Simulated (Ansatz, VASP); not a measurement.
## NaH: VASP beside Ansatz

```
Na H
1.0
     3.02900    0.00000    0.00000
     0.00000    2.88125    0.00000
     0.00000    0.00000    2.95512
Na H
1 1
Direct
  0.00000 0.00000 0.00000
  0.50000 0.50000 0.50000
```

Change from the starting cell: strain +0.0250 x Voigt [1, -1, 0, 0, 0, 0], atoms carried along.

Alike in both runs: task single point; functional PBEsol; k mesh 10 × 10 × 10; occupations gaussian, width 0.05 eV; no spin polarisation.

```csv
,VASP,Ansatz
version,VASP 6.6.1,Ansatz 0.2.0
potentials or method,"VASP PAW PBE potentials, release 64 (Na_pv, H), cutoff 500 eV","scalar-relativistic, plane waves, PAW"
valence electrons in the cell,8,10
```

VASP gave:

| Quantity | Value |
| --- | --- |
| gap on the k mesh at the Fermi level (eV) | 0.56 |
| least direct gap on the mesh (eV) | 4.24 |
| pressure (GPa) | -0.4 |
| traceless stress, the component that is largest in VASP (GPa) | 2.81 |

What did Ansatz give for the same quantities?

gap on the k mesh at the Fermi level (eV): 0.56; least direct gap on the mesh (eV): 4.24; pressure (GPa): -0.4; traceless stress, the component that is largest in VASP (GPa): 2.80.

VASP's potentials were made for PBE, not for PBEsol. The functional is the same, so the differences come from potentials, cutoffs and numerics. VASP's potentials hold 8 valence electrons a cell and Ansatz's 10, so a difference there can come from the potentials and not from the codes.
